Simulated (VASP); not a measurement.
Wanted: the native input for a VASP 6.6.1 run.

| Quantity | Value |
| --- | --- |
| Task | single point |
| Functional | PBE-based screened hybrid |
| Potentials or basis | VASP PAW PBE potentials, release 64 (Zn, S) |
| Cutoff | 520 eV |
| k mesh | 4 × 4 × 3 |
| Occupations | fermi-dirac, width 0.05 eV |
| Spin | no spin polarisation |
| Dipole correction | no |
| Grid for exact exchange (PRECFOCK) | Normal |
| Share of exact exchange | 0.05 |
| Further INCAR settings | ALGO = Normal; EDIFF = 1e-06; NBANDS = 26 |
| Screening parameter | 0.2 1/Å |

The system is ZnS (Wurtzite-2H).

```xyz
4
Lattice="3.8110 0.0000 0.0000 -1.9055 3.3004 0.0000 0.0000 0.0000 6.2340" Properties=species:S:1:pos:R:3 pbc="T T T"
Zn    1.9055    1.1001    3.1170
Zn    0.0000    2.2003    0.0000
S     1.9055    1.1001    5.5171
S     0.0000    2.2003    2.4001
```

These files were run (other wordings do the same):

POSCAR

```
ZnS
1.0
    3.8110000000      0.0000000000      0.0000000000
   -1.9055000000      3.3004228138      0.0000000000
    0.0000000000      0.0000000000      6.2340000000
Zn S
2 2
Direct
    0.6666666667      0.3333333333      0.5000000000
    0.3333333333      0.6666666667      0.0000000000
    0.6666666667      0.3333333333      0.8850000000
    0.3333333333      0.6666666667      0.3850000000
```

INCAR.step1

```
  PREC = Accurate
  ENCUT = 520
  EDIFF = 1E-5
  ISMEAR = -1
  SIGMA = 0.05
  LREAL = False
  LASPH = True
  NELM = 80
  ALGO = Normal
  ISIF = 2
  LWAVE = True
  LCHARG = False
  NBANDS = 26
  GGA = PE
  LUSENCCL = False
```

INCAR.step2

```
  PREC = Accurate
  ENCUT = 520
  EDIFF = 1E-6
  ISMEAR = -1
  SIGMA = 0.05
  LREAL = False
  LASPH = True
  NELM = 80
  ALGO = Normal
  ISIF = 2
  LWAVE = False
  LCHARG = False
  GGA = PE
  LHFCALC = True
  AEXX = 0.05
  HFSCREEN = 0.2
  PRECFOCK = Normal
  NBANDS = 26
  ISTART = 1
  LUSENCCL = False
```

KPOINTS

```
regular mesh
0
Gamma
  4 4 3
```

Potentials or basis: VASP PAW PBE potentials, release 64 (Zn, S).

Launch:

```sh
$ cat potpaw_PBE.64/Zn/POTCAR potpaw_PBE.64/S/POTCAR > POTCAR
$ cp INCAR.step1 INCAR
$ mpirun -np 1 vasp_std > vasp.out
$ cp INCAR.step2 INCAR
$ mpirun -np 1 vasp_std > vasp.out
```

It gave:

| Property | Result |
| --- | --- |
| Pressure | 2.5 GPa |
| Largest force | 0.337 eV/Å |
| Band gap on the k mesh | 2.49 eV, direct |

Caveat: the k points lie up to 0.48 Å⁻¹ apart; the PAW data sets were made with another functional, which shifts forces and pressure a little.

It took 9.2 min on 1 × NVIDIA H100 80GB with 1 thread of AMD EPYC 7R13 Processor (Zen 3) (shared host), peak memory 1.2 GiB.
